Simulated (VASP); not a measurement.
# Lu (Pm-3m) in VASP: single point with LDA

Aim: the single point of Lu with LDA.

All numbers are computed with VASP 6.6.1; they aren't measurements. Logs are shortened: lines on timing, memory, paths and dates and some standing lists are left out, and cuts for length are marked.

**1. The cell of the first run**

It takes space group Pm-3m (No. 221, cubic). Conventional cell: a = 3.048 Å, b = 3.048 Å, c = 3.048 Å, α = 90.00°, β = 90.00°, γ = 90.00°. Within 4.0 Å of Lu (site symmetry m-3m) lie 6 Lu at 3.05 Å.

**2. Single point, LDA**

Contents of INCAR:

```
SYSTEM = Lu
PREC     = Accurate       ! precision mode
ENCUT    = 520            ! plane-wave cutoff, eV
EDIFF    = 1E-6           ! SCF threshold, eV
ISMEAR   = -1             ! smearing method
SIGMA    = 0.13605693000000002 ! smearing width, eV
LREAL    = .FALSE.        ! projectors in reciprocal space
LASPH    = .TRUE.         ! aspherical terms in the spheres
NELM     = 100            ! most SCF steps
ALGO     = Normal         ! electronic algorithm
ISIF     = 2              ! what is computed and relaxed
LWAVE    = .FALSE.        ! write WAVECAR
LCHARG   = .FALSE.        ! write CHGCAR
GGA      = CA             ! functional
NBANDS   = 18             ! bands
```

Contents of KPOINTS:

```
Automatic mesh
0
G
  11 11 11
  0 0 0
```

Contents of POSCAR:

```
Lu
1.0
    3.0479337434      0.0000000000      0.0000000000
    0.0000000000      3.0479337434      0.0000000000
    0.0000000000      0.0000000000      3.0479337434
Lu
1
Direct
    0.0000000000      0.0000000000      0.0000000000
```

Potentials or basis: VASP PAW PBE potentials, release 64 (Lu).

Started as:

```bash
$ cat potpaw_PBE.64/Lu/POTCAR > POTCAR
$ mpirun -np 1 vasp_std > vasp.out
```

OUTCAR:

```text
SYSTEM = Lu
   PREC = Accurate
   ENCUT = 520
   EDIFF = 1E-6
   ISMEAR = -1
   LREAL = .FALSE.
   LASPH = .TRUE.
   NELM = 100
   ISIF = 2
   GGA = CA

 ion  position               nearest neighbor table
   1  0.000  0.000  0.000-

  LATTYP: Found a simple cubic cell.
 ALAT       =     3.0479337434

  Lattice vectors:

 A1 = (   3.0479337434,   0.0000000000,   0.0000000000)
 A2 = (   0.0000000000,   3.0479337434,   0.0000000000)
 A3 = (   0.0000000000,   0.0000000000,   3.0479337434)

Analysis of symmetry for initial positions (statically):
=====================================================================
 Subroutine PRICEL returns:
 Original cell was already a primitive cell.

 Routine SETGRP: Setting up the symmetry group for a
 simple cubic supercell.

 Subroutine GETGRP returns: Found 48 space group operations
 (whereof 48 operations were pure point group operations)
 out of a pool of 48 trial point group operations.

The static configuration has the point symmetry O_h .

Analysis of symmetry for dynamics (positions and initial velocities):
=====================================================================
 Subroutine PRICEL returns:
 Original cell was already a primitive cell.

 Routine SETGRP: Setting up the symmetry group for a
 simple cubic supercell.

 Subroutine GETGRP returns: Found 48 space group operations
 (whereof 48 operations were pure point group operations)
 out of a pool of 48 trial point group operations.

The dynamic configuration has the point symmetry O_h .

 Subroutine INISYM returns: Found 48 space group operations
 (whereof 48 operations are pure point group operations),
 and found     1 'primitive' translations

----------------------------------------------------------------------------------------

                                     Primitive cell

  volume of cell :      28.3150

  direct lattice vectors                    reciprocal lattice vectors
     3.047933743  0.000000000  0.000000000     0.328091121  0.000000000  0.000000000
     0.000000000  3.047933743  0.000000000     0.000000000  0.328091121  0.000000000
     0.000000000  0.000000000  3.047933743     0.000000000  0.000000000  0.328091121

  length of vectors
     3.047933743  3.047933743  3.047933743     0.328091121  0.328091121  0.328091121

  position of ions in fractional coordinates (direct lattice)
     0.000000000  0.000000000  0.000000000

  ion indices of the primitive-cell ions
   primitive index   ion index
                 1           1

----------------------------------------------------------------------------------------

 KPOINTS: Automatic mesh

Automatic generation of k-mesh.
 Grid dimensions read from file:
 generate k-points for:   11   11   11

 Generating k-lattice:

  Cartesian coordinates                     Fractional coordinates (reciprocal lattice)
     0.029826466  0.000000000  0.000000000     0.090909091  0.000000000  0.000000000
     0.000000000  0.029826466  0.000000000     0.000000000  0.090909091  0.000000000
     0.000000000  0.000000000  0.029826466     0.000000000  0.000000000  0.090909091

  Length of vectors
     0.029826466  0.029826466  0.029826466

  Shift w.r.t. Gamma in fractional coordinates (k-lattice)
     0.000000000  0.000000000  0.000000000

 Subroutine IBZKPT returns following result:
 ===========================================

 Found     56 irreducible k-points:

 Following reciprocal coordinates:
            Coordinates               Weight
  0.000000  0.000000  0.000000      1.000000
  0.090909  0.000000  0.000000      6.000000
  0.181818  0.000000  0.000000      6.000000
  0.272727  0.000000  0.000000      6.000000
  0.363636  0.000000  0.000000      6.000000
  0.454545  0.000000  0.000000      6.000000
[... 16 lines left out ...]
  0.181818  0.090909  0.090909     24.000000
  0.272727  0.090909  0.090909     24.000000
 [... further k-points ...]
   k-points           NKPTS =     56   k-points in BZ     NKDIM =     56   number of bands    NBANDS=     18
   number of dos      NEDOS =    301   number of ions     NIONS =      1
   total plane-waves  NPLWV =  13824
   dimension x,y,z NGX =    24 NGY =   24 NGZ =   24
   dimension x,y,z NGXF=    48 NGYF=   48 NGZF=   48
   ions per type =               1
   NGX,Y,Z   is equivalent  to a cutoff of  13.09, 13.09, 13.09 a.u.
   NGXF,Y,Z  is equivalent  to a cutoff of  26.18, 26.18, 26.18 a.u.
 SYSTEM =  Lu
   PREC   = accura    normal or accurate (medium, high low for compatibility)
   ISTART =      0    job   : 0-new  1-cont  2-samecut
   ICHARG =      2    charge: 1-file 2-atom 10-const
   ISPIN  =      1    spin polarized calculation?
   LNONCOLLINEAR =      F non collinear calculations
   LSORBIT =      F    spin-orbit coupling
   LASPH  =      T    aspherical Exc in radial PAW
   ENCUT  =  520.0 eV  38.22 Ry    6.18 a.u.   5.67  5.67  5.67*2*pi/ulx,y,z
   NELM   =    100;   NELMIN=  2; NELMDL= -5     # of ELM steps
   EDIFF  = 0.1E-05   stopping-criterion for ELM
   LREAL  =      F    real-space projection
   EDIFFG = 0.1E-04   stopping-criterion for IOM
   NSW    =      0    number of steps for IOM
   IBRION =     -1    ionic relax: 0-MD 1-quasi-New 2-CG
   NFREE  =      0    steps in history (QN), initial steepest desc. (CG)
   ISIF   =      2    stress and relaxation
   ISYM   =      2    0-nonsym 1-usesym 2-fastsym
   POTIM  = 0.5000    time-step for ionic-motion
   TEBEG  =    0.0;   TEEND  =   0.0 temperature during run
   PSTRESS=    0.0 pullay stress
   NELECT =      25.0000    total number of electrons
   NUPDOWN=      -1.0000    fix difference up-down
   EMIN   =  10.00;   EMAX   =-10.00  energy-range for DOS
   EFERMI =   0.00;   METHOD = LEGACY
   ISMEAR =    -1;   SIGMA  =   0.14  broadening in eV -4-tet -1-fermi 0-gaus
   EFERMI_NEDOS =   21; number of points for ismear=-14 and -15
   IALGO  =     38    algorithm
   IMIX   =      4    mixing-type and parameters
     AMIX     =   0.40;   BMIX     =  1.00
     AMIX_MAG =   1.60;   BMIX_MAG =  1.00
  volume/ion in A,a.u.               =      28.32       191.08
  Fermi-wavevector in a.u.,A,eV,Ry     =   1.570541  2.967892 33.560122  2.466599
  Thomas-Fermi vector in A             =   2.672259
   LORBIT       =      0    0 simple, 1 ext, 2 COOP (PROOUT), +10 PAW based schemes
   GGA     = CA    functional components
   LHFCALC =     F    Hartree Fock is set to
   AEXX    =    0.0000 exact exchange contribution
   IVDW    =     0    specifies the selected vdW correction
   LEPSILON=     F    determine dielectric tensor
   LRPA    =     F    only Hartree local field effects (RPA)
 non-spin polarized calculation
  energy-cutoff  :      520.00
  volume of cell :       28.32
 maximum number of plane-waves:       780
 NGX is ok and might be reduce to    24
   NGX = 11   NGY = 11   NGZ = 11

 number of electron      25.0000010 magnetization

 Free energy of the ion-electron system (eV)
  ---------------------------------------------------
  ext. energy  EPLUGINS =         0.00000000
  ---------------------------------------------------
  free energy    TOTEN  =        -4.38960960 eV

  energy without entropy =       -4.28189649  energy(sigma->0) =       -4.33575304

 E-fermi :   1.9472     XC(G=0): -11.0512

 val. band max:        1.9381212014   @ k =   0.1818   0.0000   0.0000
 cond. band min:       1.9539920816   @ k =   0.3636   0.1818   0.0000
 fundamental gap:      0.0158708802
 Fermi energy:         1.9471595833

 k-point     1 :       0.0000    0.0000    0.0000
  band No.  band energies     occupation
      1     -54.1250      2.00000
      2     -24.5965      2.00000
      3     -24.5965      2.00000
      4     -24.5965      2.00000
      5      -3.9378      2.00000
      6      -3.2384      2.00000
[... 10 lines left out ...]
     17       8.8455      0.00000
     18      13.8243      0.00000

 k-point     2 :       0.0909    0.0000    0.0000
  band No.  band energies     occupation
      1     -54.1208      2.00000
      2     -24.6697      2.00000
      3     -24.5904      2.00000
      4     -24.5904      2.00000
      5      -3.7399      2.00000
      6      -3.2429      2.00000
[... 10 lines left out ...]
     17       8.8737      0.00000
     18      12.8516      0.00000

 k-point     3 :       0.1818    0.0000    0.0000
  band No.  band energies     occupation
      1     -54.1097      2.00000
      2     -24.8614      2.00000
      3     -24.5739      2.00000
      4     -24.5739      2.00000
      5      -3.2546      2.00000
      6      -3.2431      2.00000
[... 10 lines left out ...]
     17       8.9503      0.00000
     18      11.3542      0.00000

 k-point     4 :       0.2727    0.0000    0.0000
  band No.  band energies     occupation
      1     -54.0952      2.00000
      2     -25.1033      2.00000
      3     -24.5523      2.00000
      4     -24.5523      2.00000
      5      -3.2745      2.00000
      6      -3.2693      2.00000
[... 10 lines left out ...]
     17       9.0531      0.00000
     18      10.4214      0.00000

 k-point     5 :       0.3636    0.0000    0.0000
  band No.  band energies     occupation
      1     -54.0817      2.00000
      2     -25.3175      2.00000
      3     -24.5322      2.00000
      4     -24.5322      2.00000
      5      -3.3026      2.00000
      6      -3.2823      2.00000
[... 10 lines left out ...]
     17       9.1501      0.00000
     18      10.5292      0.00000

 k-point     6 :       0.4545    0.0000    0.0000
  band No.  band energies     occupation
      1     -54.0737      2.00000
      2     -25.4413      2.00000
      3     -24.5203      2.00000
      4     -24.5203      2.00000
      5      -3.3178      2.00000
      6      -3.2897      2.00000
[... 307 lines left out ...]
 k-point    21 :       0.4545    0.4545    0.0000
  band No.  band energies     occupation
      1     -54.0237      2.00000
      2     -25.3263      2.00000
      3     -25.3243      2.00000
      4     -24.4479      2.00000
      5      -3.2987      2.00000
      6      -3.2983      2.00000
[... 10 lines left out ...]
     17       6.2664      0.00000
     18      11.0339      0.00000

 k-point    22 :       0.0909    0.0909    0.0909
  band No.  band energies     occupation
      1     -54.1126      2.00000
      2     -24.6653      2.00000
      3     -24.6526      2.00000
      4     -24.6526      2.00000
      5      -3.3537      2.00000
      6      -3.2379      2.00000
[... 10 lines left out ...]
     17       8.1005      0.00000
     18      13.5004      0.00000

 k-point    23 :       0.1818    0.0909    0.0909
  band No.  band energies     occupation
      1     -54.1015      2.00000
      2     -24.8475      2.00000
      3     -24.6432      2.00000
      4     -24.6355      2.00000
      5      -3.2483      2.00000
      6      -3.2357      2.00000
[... 10 lines left out ...]
     17       8.1464      0.00000
     18      12.3664      0.00000

 k-point    24 :       0.2727    0.0909    0.0909
  band No.  band energies     occupation
      1     -54.0870      2.00000
      2     -25.0874      2.00000
      3     -24.6206      2.00000
      4     -24.6131      2.00000
      5      -3.2691      2.00000
      6      -3.2624      2.00000
[... 10 lines left out ...]
     17       8.2768      0.00000
     18      11.2739      0.00000

 [... further k-points ...]

------------------------ aborting loop because EDIFF is reached ----------------------------------------

  FORCE on cell =-STRESS in cart. coord.  units (eV):
  Direction    XX          YY          ZZ          XY          YZ          ZX
  --------------------------------------------------------------------------------------
  -------------------------------------------------------------------------------------
  Total        0.0429732      0.0429732      0.0429732      0.0000000      0.0000000     -0.0000000
  in kB        2.4315950      2.4315950      2.4315950      0.0000000      0.0000000     -0.0000000
  external PRESSURE =       2.4315950 kB  Pullay stress =       0.0000000 kB

 VOLUME and BASIS-vectors are now :
 -----------------------------------------------------------------------------
  energy-cutoff  :      520.00
  volume of cell :       28.32
      direct lattice vectors                 reciprocal lattice vectors
     3.047933743  0.000000000  0.000000000     0.328091121  0.000000000  0.000000000
     0.000000000  3.047933743  0.000000000     0.000000000  0.328091121  0.000000000
     0.000000000  0.000000000  3.047933743     0.000000000  0.000000000  0.328091121

 POSITION                                       TOTAL-FORCE (eV/Angst)
 -----------------------------------------------------------------------------------
      0.00000      0.00000      0.00000         0.000000      0.000000      0.000000
 -----------------------------------------------------------------------------------
    total drift:                                0.000000     -0.000000      0.000000

  FREE ENERGIE OF THE ION-ELECTRON SYSTEM (eV)
  ---------------------------------------------------
  free  energy   TOTEN  =        -4.3896095976 eV

  energy  without entropy=       -4.2818964914  energy(sigma->0) =       -4.33575304
```

Run time: 27 s. Hardware: 1 thread of Intel Xeon Platinum 8375C at 2.90GHz (Ice Lake), shared host; peak memory 0.15 GiB.

Results:

* Free energy: -4.3896 eV
* Pressure: 0.2 GPa

Levels at points of the mesh, in eV from the Fermi level:
```
           k point  band 9  band 10  band 11  band 12  band 13  band 14  band 15  band 16
(0.00, 0.00, 0.00)   -5.14    -5.14    -5.14    -5.10    -0.63    -0.63     6.90     6.90
```

Caveat: the PAW data sets were made with another functional, which shifts forces and pressure a little; spin-orbit coupling is left out, which moves the levels of the heavy elements.
